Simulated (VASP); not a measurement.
Mo, 2 atoms in the cell. Symmetry: Im-3m, No. 229, cubic system. Conventional cell: a = 3.161 Å, b = 3.161 Å, c = 3.161 Å, α = 90.00°, β = 90.00°, γ = 90.00°. Within 3.6 Å of Mo (site symmetry m-3m) lie 14 Mo at 2.74 to 3.16 Å. 

```yaml
Program: VASP 6.6.1
Task: single point
Functional: PBE
Potentials_or_basis: VASP PAW PBE potentials, release 64 (Mo_sv)
Cutoff: 520 eV
k_mesh: 12 × 12 × 12
Occupations: fermi-dirac, width 0.08 eV
Spin: no spin polarisation
Dipole_correction: no
Further_INCAR_settings: ALGO = Normal; EDIFF = 1e-07; NBANDS = 21
```

Potentials or basis: VASP PAW PBE potentials, release 64 (Mo_sv).

The run is started by

```sh
$ cat potpaw_PBE.64/Mo_sv/POTCAR > POTCAR
$ mpirun -np 1 vasp_std > vasp.out
```

Hardware: 1 thread of Intel Xeon 8259CL, on a shared host.

Task: How long does it take, and how much memory?

Result: It took 53 s on 1 thread of Intel Xeon 8259CL, on a shared host, peak memory 0.16 GiB. Counts: scf iterations 13, k points 84.
